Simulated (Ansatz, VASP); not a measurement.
**One calculation of Os, two programs**

The input INCAR:

```
PREC = Accurate
ENCUT = 520
EDIFF = 1E-7
ISMEAR = -1
SIGMA = 0.1
LREAL = False
LASPH = True
NELM = 80
ALGO = Normal
ISIF = 2
LWAVE = False
LCHARG = False
GGA = B5
ALDAX = 1.0
AGGAX = 1.0
AGGAC = 1.0
ALDAC = 0.0
NBANDS = 19
```

The input KPOINTS:

```
Automatic mesh
0
Gamma
  9 9 13
```

Contents of POSCAR:

```
Os
1.0
    4.5513166468      0.0000000000      0.0000000000
   -2.2756583234      3.9415558368      0.0000000000
    0.0000000000      0.0000000000      2.8744603861
Os
3
Direct
    1.0000000000      1.0000000000      0.0000000000
    0.3333333333      0.6666666667      0.5000000000
    0.6666666667      0.3333333333      0.5000000000
```

Input for Ansatz:

```yaml
crystal:
  lattice:
    - [4.5513166468, 0.0, 0.0]
    - [-2.2756583234, 3.9415558368, 0.0]
    - [0.0, 0.0, 2.8744603861]
  atoms:
    - { symbol: Os, position: [1.0, 1.0, 0.0] }
    - { symbol: Os, position: [0.3333333333, 0.6666666667, 0.5] }
    - { symbol: Os, position: [0.6666666667, 0.3333333333, 0.5] }
hamiltonian:
  xc: blyp
  pseudopotentials:
    kind: paw
    azcp:
      Os: "pseudopotentials/Os.paw.azcp"
basis:
  ecutwfc: 420
  fft_grid_basis: typed
kpoints:
  mp_grid: { grid: [9, 9, 13], shift: [0, 0, 0] }
magnetization:
  spin_polarized: false
scf:
  occupations: { method: fermi_dirac, width: 0.1 }
  lower_state_search: "off"
output:
  stress: true
```

Alike in both runs: task single point; functional BLYP; k mesh 9 × 9 × 13; occupations fermi-dirac, width 0.1 eV; no spin polarisation.

|  | VASP | Ansatz |
| --- | --- | --- |
| version | VASP 6.6.1 | Ansatz 0.2.0 |
| potentials or method | VASP PAW PBE potentials, release 64 (Os), cutoff 520 eV | plane waves (420 eV) with PAW, scalar-relativistic |
| valence electrons in the cell | 24 | 48 |

VASP gave:

| Quantity | Value |
| --- | --- |
| pressure (GPa) | -26.3 |
| traceless stress, the component that is largest in VASP (GPa) | 3.10 |

Estimate Ansatz's values.

pressure (GPa): -27.5; traceless stress, the component that is largest in VASP (GPa): 3.19.

VASP's potentials were made for PBE, not for BLYP. VASP's potentials hold 24 valence electrons a cell and Ansatz's 48, so a difference there can come from the potentials and not from the codes.

Spin-orbit coupling is off throughout.
